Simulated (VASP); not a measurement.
# WSe2 (Cm) in VASP: single point with PBEsol

Aim: the single point of WSe2 with PBEsol.

Program: VASP 6.6.1. These are calculated values, not measurements. Logs are shortened: lines on timing, memory, paths and dates and some standing lists are left out, and cuts for length are marked.

**1. The cell of the first run**

The structure is monoclinic, space group Cm (No. 8). Conventional cell: a = 5.666 Å, b = 3.271 Å, c = 13.521 Å, α = 90.00°, β = 102.09°, γ = 90.00°. Within 3.3 Å of W (site symmetry m) lie 6 Se at 2.52 Å and 6 W at 3.27 Å. Within 2.6 Å of W (site symmetry m) lie 4 Se at 1.92 to 2.52 Å. Within 2.5 Å of Se (site symmetry m) lie 1 W at 1.92 Å. Within 3.4 Å of Se (site symmetry m) lie 3 W at 2.52 Å and 7 Se at 3.27 to 3.35 Å. Se (site symmetry m) has 3 W at 2.52 Å and 6 Se at 3.27 Å within 3.3 Å. Within 3.4 Å of Se (site symmetry m) lie 3 W at 2.52 Å and 7 Se at 3.27 to 3.35 Å.

**2. Single point, PBEsol (the part above a cut slid along it)**

INCAR

```
  PREC = Accurate
  ENCUT = 520
  EDIFF = 1E-6
  ISMEAR = 0
  SIGMA = 0.05
  LREAL = F
  LASPH = T
  NELM = 80
  ALGO = Normal
  ISIF = 2
  LWAVE = F
  LCHARG = T
  GGA = PS
  LELF = T
  LVHAR = T
  NBANDS = 35
  ISYM = 0
```

KPOINTS

```
Automatic mesh
0
Gamma
  9 9 2
```

POSCAR

```
WSe2
1.0
   -3.2711504052      0.0000000000      0.0000000000
   -1.6355752026     -2.8328993505      0.0000000000
   -1.6355752026      0.0000000000     13.2206689562
W Se
2 4
Direct
    0.0516833333      0.3333333333      0.5633000000
    0.6350166667      0.6666666667      0.0633000000
   -0.1350097572      0.3333333333      0.9366861811
    0.4483235761      0.6666666667      0.4366861811
    0.2383764239      0.3333333333      0.1899138189
    0.3217097572      0.6666666667      0.6899138189
```

Potentials or basis: VASP PAW PBE potentials, release 64 (W_sv, Se).

Command:

```
$ cat potpaw_PBE.64/W_sv/POTCAR potpaw_PBE.64/Se/POTCAR > POTCAR
$ mpirun -np 1 vasp_std > vasp.out
```

OUTCAR:

```text
PREC = Accurate
   ENCUT = 520
   EDIFF = 1E-6
   ISMEAR = 0
   LREAL = F
   LASPH = T
   NELM = 80
   ISIF = 2
   GGA = PS
   ISYM = 0

 ion  position               nearest neighbor table
   1  0.052  0.333  0.563-   4 2.52   6 2.52   4 2.52   6 2.52   4 2.52   6 2.52
   2  0.635  0.667  0.063-   3 1.92   5 2.52   5 2.52   5 2.52   3 3.01   3 3.01
   3  0.865  0.333  0.937-   2 1.92   2 3.01   2 3.01
   4  0.448  0.667  0.437-   1 2.52   1 2.52   1 2.52
   5  0.238  0.333  0.190-   2 2.52   2 2.52   2 2.52
   6  0.322  0.667  0.690-   1 2.52   1 2.52   1 2.52

IMPORTANT INFORMATION: All symmetrisations will be switched off!
NOSYMM: (Re-)initialisation of all symmetry stuff for point group C_1.

----------------------------------------------------------------------------------------

                                     Primitive cell

  volume of cell :     122.5138

  direct lattice vectors                    reciprocal lattice vectors
    -3.271150405  0.000000000  0.000000000    -0.305702849  0.176497622 -0.037819569
    -1.635575203 -2.832899350  0.000000000     0.000000000 -0.352995245  0.000000000
    -1.635575203  0.000000000 13.220668956     0.000000000  0.000000000  0.075639138

  length of vectors
     3.271150405  3.271150405 13.321456148     0.355015440  0.352995245  0.075639138

  position of ions in fractional coordinates (direct lattice)
     0.051683333  0.333333333  0.563300000
     0.635016667  0.666666667  0.063300000
     0.864990243  0.333333333  0.936686181
     0.448323576  0.666666667  0.436686181
     0.238376424  0.333333333  0.189913819
     0.321709757  0.666666667  0.689913819

  ion indices of the primitive-cell ions
   primitive index   ion index
                 1           1
                 2           2
                 3           3
                 4           4
                 5           5
                 6           6

----------------------------------------------------------------------------------------

 KPOINTS: Automatic mesh

Automatic generation of k-mesh.
 Grid dimensions read from file:
 generate k-points for:    9    9    2

 Generating k-lattice:

  Cartesian coordinates                     Fractional coordinates (reciprocal lattice)
    -0.033966983  0.019610847 -0.004202174     0.111111111 -0.000000000  0.000000000
     0.000000000 -0.039221694  0.000000000     0.000000000  0.111111111  0.000000000
     0.000000000  0.000000000  0.037819569     0.000000000  0.000000000  0.500000000

  Length of vectors
     0.039446160  0.039221694  0.037819569

  Shift w.r.t. Gamma in fractional coordinates (k-lattice)
     0.000000000  0.000000000  0.000000000

 -----------------------------------------------------------------------------
|                                                                             |
|           W    W    AA    RRRRR   N    N  II  N    N   GGGG   !!!           |
|           W    W   A  A   R    R  NN   N  II  NN   N  G    G  !!!           |
|           W    W  A    A  R    R  N N  N  II  N N  N  G       !!!           |
|           W WW W  AAAAAA  RRRRR   N  N N  II  N  N N  G  GGG   !            |
|           WW  WW  A    A  R   R   N   NN  II  N   NN  G    G                |
|           W    W  A    A  R    R  N    N  II  N    N   GGGG   !!!           |
|                                                                             |
|     Your reciprocal lattice and k-lattice belong to different lattice       |
|     classes:                                                                |
|                                                                             |
|        The reciprocal lattice is body-centered orthorhombic,                |
|        whereas your k-lattice is base-centered monoclinic.                  |
|                                                                             |
|     Results are often still useful ...                                      |
|                                                                             |
 -----------------------------------------------------------------------------

 WARNING: IBZKPT: internal override: KBLOWUP is changed to .FALSE.
      ... skipping the blow-up phase ...

 Subroutine IBZKPT returns following result:
 ===========================================

 Found     82 irreducible k-points:

 Following reciprocal coordinates:
            Coordinates               Weight
  0.000000  0.000000  0.000000      1.000000
  0.111111 -0.000000  0.000000      2.000000
  0.222222 -0.000000  0.000000      2.000000
  0.333333 -0.000000  0.000000      2.000000
  0.444444 -0.000000  0.000000      2.000000
  0.000000  0.111111  0.000000      2.000000
[... 16 lines left out ...]
 -0.111111  0.222222 -0.000000      2.000000
  0.000000  0.333333  0.000000      2.000000
 [... further k-points ...]
   k-points           NKPTS =     82   k-points in BZ     NKDIM =     82   number of bands    NBANDS=     35
   number of dos      NEDOS =    301   number of ions     NIONS =      6
   total plane-waves  NPLWV =  57600
   dimension x,y,z NGX =    24 NGY =   24 NGZ =  100
   dimension x,y,z NGXF=    48 NGYF=   48 NGZF=  200
   ions per type =               2   4
   NGX,Y,Z   is equivalent  to a cutoff of  12.20, 12.20, 12.48 a.u.
   NGXF,Y,Z  is equivalent  to a cutoff of  24.39, 24.39, 24.96 a.u.
 SYSTEM =  unknown system
   PREC   = accura    normal or accurate (medium, high low for compatibility)
   ISTART =      0    job   : 0-new  1-cont  2-samecut
   ICHARG =      2    charge: 1-file 2-atom 10-const
   ISPIN  =      1    spin polarized calculation?
   LNONCOLLINEAR =      F non collinear calculations
   LSORBIT =      F    spin-orbit coupling
   LASPH  =      T    aspherical Exc in radial PAW
   ENCUT  =  520.0 eV  38.22 Ry    6.18 a.u.   6.08  6.08 24.77*2*pi/ulx,y,z
   NELM   =     80;   NELMIN=  2; NELMDL= -5     # of ELM steps
   EDIFF  = 0.1E-05   stopping-criterion for ELM
   LREAL  =      F    real-space projection
   EDIFFG = 0.1E-04   stopping-criterion for IOM
   NSW    =      0    number of steps for IOM
   IBRION =     -1    ionic relax: 0-MD 1-quasi-New 2-CG
   NFREE  =      0    steps in history (QN), initial steepest desc. (CG)
   ISIF   =      2    stress and relaxation
   ISYM   =      0    0-nonsym 1-usesym 2-fastsym
   POTIM  = 0.5000    time-step for ionic-motion
   TEBEG  =    0.0;   TEEND  =   0.0 temperature during run
   PSTRESS=    0.0 pullay stress
   NELECT =      52.0000    total number of electrons
   NUPDOWN=      -1.0000    fix difference up-down
   EMIN   =  10.00;   EMAX   =-10.00  energy-range for DOS
   EFERMI =   0.00;   METHOD = LEGACY
   ISMEAR =     0;   SIGMA  =   0.05  broadening in eV -4-tet -1-fermi 0-gaus
   EFERMI_NEDOS =   21; number of points for ismear=-14 and -15
   IALGO  =     38    algorithm
   IMIX   =      4    mixing-type and parameters
     AMIX     =   0.40;   BMIX     =  1.00
     AMIX_MAG =   1.60;   BMIX_MAG =  1.00
  volume/ion in A,a.u.               =      20.42       137.79
  Fermi-wavevector in a.u.,A,eV,Ry     =   1.230309  2.324947 20.594602  1.513661
  Thomas-Fermi vector in A             =   2.365163
   LORBIT       =      0    0 simple, 1 ext, 2 COOP (PROOUT), +10 PAW based schemes
   GGA     = PS    functional components
   LHFCALC =     F    Hartree Fock is set to
   AEXX    =    0.0000 exact exchange contribution
   IVDW    =     0    specifies the selected vdW correction
   LEPSILON=     F    determine dielectric tensor
   LRPA    =     F    only Hartree local field effects (RPA)
 non-spin polarized calculation
 Gauss-broadening in eV      SIGMA  =   0.05
  energy-cutoff  :      520.00
  volume of cell :      122.51
 maximum number of plane-waves:      3330
   NGX = 13   NGY = 13   NGZ = 49

 number of electron      51.9999999 magnetization

 Free energy of the ion-electron system (eV)
  ---------------------------------------------------
  ext. energy  EPLUGINS =         0.00000000
  ---------------------------------------------------
  free energy    TOTEN  =       -41.52344301 eV

  energy without entropy =      -41.52129627  energy(sigma->0) =      -41.52236964

 E-fermi :   6.8214     XC(G=0): -10.8118

 val. band max:        6.8155386445   @ k =   0.4444   0.4444   0.0000
 cond. band min:       6.8323154280   @ k =   0.3333   0.1111   0.0000
 fundamental gap:      0.0167767836
 Fermi energy:         6.8213610387

 k-point     1 :       0.0000    0.0000    0.0000
  band No.  band energies     occupation
      1     -68.1982      2.00000
      2     -67.8697      2.00000
      3     -32.9383      2.00000
      4     -32.4659      2.00000
      5     -32.3142      2.00000
      6     -32.3127      2.00000
[... 27 lines left out ...]
     34       9.0183      0.00000
     35      10.8245      0.00000

 k-point     2 :       0.1111   -0.0000    0.0000
  band No.  band energies     occupation
      1     -68.1969      2.00000
      2     -67.8684      2.00000
      3     -32.9376      2.00000
      4     -32.4602      2.00000
      5     -32.3437      2.00000
      6     -32.3198      2.00000
[... 27 lines left out ...]
     34       9.1053      0.00000
     35      11.7161      0.00000

 k-point     3 :       0.2222   -0.0000    0.0000
  band No.  band energies     occupation
      1     -68.1936      2.00000
      2     -67.8651      2.00000
      3     -32.9367      2.00000
      4     -32.4458      2.00000
      5     -32.4182      2.00000
      6     -32.3373      2.00000
[... 27 lines left out ...]
     34       9.6761      0.00000
     35      12.4289      0.00000

 k-point     4 :       0.3333   -0.0000    0.0000
  band No.  band energies     occupation
      1     -68.1898      2.00000
      2     -67.8613      2.00000
      3     -32.9373      2.00000
      4     -32.5017      2.00000
      5     -32.4293      2.00000
      6     -32.3572      2.00000
[... 27 lines left out ...]
     34      10.0700      0.00000
     35      11.7728      0.00000

 k-point     5 :       0.4444   -0.0000    0.0000
  band No.  band energies     occupation
      1     -68.1873      2.00000
      2     -67.8588      2.00000
      3     -32.9388      2.00000
      4     -32.5555      2.00000
      5     -32.4186      2.00000
      6     -32.3701      2.00000
[... 638 lines left out ...]
 k-point    22 :      -0.2222    0.2222   -0.0000
  band No.  band energies     occupation
      1     -68.1881      2.00000
      2     -67.8594      2.00000
      3     -32.9560      2.00000
      4     -32.5059      2.00000
      5     -32.4221      2.00000
      6     -32.3988      2.00000
[... 27 lines left out ...]
     34      10.6107      0.00000
     35      12.1161      0.00000

 k-point    23 :      -0.1111    0.2222   -0.0000
  band No.  band energies     occupation
      1     -68.1910      2.00000
      2     -67.8623      2.00000
      3     -32.9554      2.00000
      4     -32.4651      2.00000
      5     -32.4347      2.00000
      6     -32.3604      2.00000
[... 27 lines left out ...]
     34      10.2423      0.00000
     35      12.5758      0.00000

 k-point    24 :       0.0000    0.3333    0.0000
  band No.  band energies     occupation
      1     -68.1897      2.00000
      2     -67.8609      2.00000
      3     -32.9652      2.00000
      4     -32.5005      2.00000
      5     -32.4293      2.00000
      6     -32.3584      2.00000
[... 27 lines left out ...]
     34      10.1213      0.00000
     35      11.5304      0.00000

 [... further k-points ...]
[... 5 lines left out ...]
  --------------------------------------------------------------------------------------
  -------------------------------------------------------------------------------------
  Total       -0.6006279     10.8640607     27.8927124     -0.0062786    -16.8484619      0.0057222
  in kB       -7.8547252    142.0750035    364.7675896     -0.0821084   -220.3361484      0.0748328
  external PRESSURE =     166.3292893 kB  Pullay stress =       0.0000000 kB

 VOLUME and BASIS-vectors are now :
 -----------------------------------------------------------------------------
  energy-cutoff  :      520.00
  volume of cell :      122.51
      direct lattice vectors                 reciprocal lattice vectors
    -3.271150405  0.000000000  0.000000000    -0.305702849  0.176497622 -0.037819569
    -1.635575203 -2.832899350  0.000000000     0.000000000 -0.352995245  0.000000000
    -1.635575203  0.000000000 13.220668956     0.000000000  0.000000000  0.075639138

 POSITION                                       TOTAL-FORCE (eV/Angst)
 -----------------------------------------------------------------------------------
     -1.63558     -0.94430      7.44720        -0.000486      0.011609     -0.006838
     -3.27115     -1.88860      0.83687         0.001625     -8.139952     16.172310
     -4.90673     -0.94430     12.38362        -0.001989      9.047789    -16.403995
     -3.27115     -1.88860      5.77328         0.000074     -0.000934     -0.097083
     -1.63558     -0.94430      2.51079         0.000615     -0.931379      0.247170
     -3.27115     -1.88860      9.12112         0.000160      0.012868      0.088436
 -----------------------------------------------------------------------------------
    total drift:                               -0.000040     -0.000116     -0.000091

  FREE ENERGIE OF THE ION-ELECTRON SYSTEM (eV)
  ---------------------------------------------------
  free  energy   TOTEN  =       -41.5234430122 eV

  energy  without entropy=      -41.5212962671  energy(sigma->0) =      -41.52236964
```

Wall time 3.1 min (1 thread of Intel Xeon 8259CL, shared host); peak memory 0.42 GiB.

Results:

```
Free energy            : -41.5234 eV
Pressure               : 16.6 GPa
Largest force          : 18.734 eV/Å
Band gap on the k mesh : zero (bands 26 and 27 overlap by 0.04 eV)
```

Forces in eV/Å, atoms in the order of the input:
```
W     0.000   0.012  -0.007
W     0.002  -8.140  16.172
Se   -0.002   9.048 -16.404
Se    0.000  -0.001  -0.097
Se    0.001  -0.931   0.247
Se    0.000   0.013   0.088
```

Stress tensor (GPa, compression positive):
```
 -0.79  -0.01   0.01
 -0.01  14.21 -22.03
  0.01 -22.03  36.48
```

Caveat: the cell differs from its parent crystal (the part above a cut slid along it); the stress differs along the axes, from -1 to 36 GPa; the PAW data sets were made with another functional, which shifts forces and pressure a little; spin-orbit coupling is left out, which moves the levels of the heavy elements; this functional lacks dispersion, which binds layers or chains, so the pressure and a relaxed spacing across them are unreliable.
